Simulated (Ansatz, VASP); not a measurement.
**Two plane-wave programs on ScAl5**

```
CELL_PARAMETERS angstrom
2.93832 0.00000 0.00000
0.00000 2.93832 0.00000
0.00000 0.00000 12.17960
ATOMIC_POSITIONS crystal
Sc 0.00000 0.00000 0.50000
Al 0.00000 0.00000 0.83754
Al 0.50000 0.50000 0.00000
Al 0.00000 0.00000 0.16246
Al 0.50000 0.50000 0.32230
Al 0.50000 0.50000 0.67770
```

Alike in both runs: functional PBE; k mesh 14 × 14 × 4; occupations gaussian, width 0.1 eV; collinear spin.

Ansatz relaxed the structure, and its values are those at the end. VASP's run is a single point on that final structure, the one shown.

|  | VASP | Ansatz |
| --- | --- | --- |
| version | VASP 6.6.1 | Ansatz 0.2.0 |
| potentials or method | VASP PAW PBE potentials, release 64 (Sc_sv, Al), cutoff 520 eV | scalar-relativistic, plane waves, PAW |
| valence electrons in the cell | 26 | 26 |

|  | VASP | Ansatz | Ansatz less VASP |
| --- | --- | --- | --- |
| gap on the k mesh at the Fermi level (eV) | none | none | - |
| pressure (GPa) | 0.0 | 0.0 | -0.01 |
| rms of the force components (eV/Å) | 0.004 | 0.000 | -0.0034 |
| net moment per atom (μB) | 0.06 | 0.06 | 0.000 |
| size of the moment on the site where the two differ most (μB) | 0.26 | 0.24 | -0.012 |

Site moments also hang on the region over which each program counts them. A gap of «none» marks a metal or a gap that the smearing closes. The functional is the same, so the differences come from potentials, cutoffs and numerics.
